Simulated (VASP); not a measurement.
HoSiI4:

```
CELL_PARAMETERS angstrom
6.57232 0.00000 0.00000
0.00000 4.92185 0.00000
-0.28740 0.00000 6.59808
ATOMIC_POSITIONS crystal
Ho 0.50000 0.50000 0.50000
Si 0.00000 0.00000 0.00000
I 0.67496 0.00000 0.70499
I 0.81325 0.50000 0.21330
I 0.18675 0.50000 0.78670
I 0.32504 0.00000 0.29501
```

The cell was generated, and may not be a known phase.

| Property | Result |
| --- | --- |
| Program | VASP 6.6.1 |
| Task | relaxation of cell and atoms |
| Functional | PBE |
| Potentials or basis | VASP PAW PBE potentials, release 64 (Ho_3, Si, I), 4f in core |
| Cutoff | 500 eV |
| k mesh | 3 × 3 × 3 |
| Occupations | gaussian, width 0.2 eV |
| Spin | no spin polarisation |

At the start: pressure 3.3 GPa; volume 35.57 Å³/atom.

Problem. Where does the relaxation end?

Solution. Over 12 steps the energy falls by 115.2 meV/atom and the volume is 39.90 Å³/atom (+12.2 %); space group P2/m (No. 10, to 0.1 Å) before and after.

The path:
| step | energy change (eV) | largest force (eV/Å) | pressure (GPa) | volume (Å³) |
| --- | --- | --- | --- | --- |
| 1 | 0.0000 | 0.7351 | 3.34 | 213.43 |
| 2 | -0.3228 | 0.1278 | -0.40 | 237.09 |
| 3 | -0.3237 | 0.1017 | -0.59 | 238.80 |
| 4 | -0.4032 | 0.1143 | -0.40 | 237.19 |
| 5 | -0.5340 | 0.0572 | 0.58 | 231.34 |
| 6 | -0.5465 | 0.2300 | 1.13 | 228.10 |
| 7 | -0.5940 | 0.3584 | 0.76 | 231.26 |
| 8 | -0.6166 | 0.5168 | 0.36 | 235.55 |
| 9 | -0.6511 | 0.3956 | 0.12 | 237.64 |
| 10 | -0.6821 | 0.1590 | -0.33 | 242.48 |
| 11 | -0.6902 | 0.0877 | -0.02 | 240.40 |
| 12 | -0.6912 | 0.0529 | 0.14 | 239.38 |

Final structure:
```cif
data_structure
_symmetry_space_group_name_H-M 'P 1'
_symmetry_Int_Tables_number 1
_cell_length_a 7.5928
_cell_length_b 4.2708
_cell_length_c 7.4047
_cell_angle_alpha 90.000
_cell_angle_beta 85.518
_cell_angle_gamma 90.000
_cell_volume 239.38
loop_
_atom_site_label
_atom_site_type_symbol
_atom_site_fract_x
_atom_site_fract_y
_atom_site_fract_z
_atom_site_occupancy
Ho1 Ho 0.50000 0.50000 0.50000 1
Si1 Si 0.00000 0.00000 0.00000 1
I1 I 0.67953 0.00000 0.70966 1
I2 I 0.81631 0.50000 0.21190 1
I3 I 0.18369 0.50000 0.78810 1
I4 I 0.32047 0.00000 0.29034 1
```

Caveat: the k points lie up to 0.49 Å⁻¹ apart in the final cell, too coarse for converged energies and pressures of a metal; a cell axis changed by over 15 % at a fixed basis, so the end point is rough; an odd number of electrons without spin polarisation forces a metal; a magnetic or distorted state may lie lower; the run has no spin polarisation, though such a crystal can be magnetic; the relaxation stopped at a loose force limit of 0.08 eV/Å, so its end isn't a converged minimum.
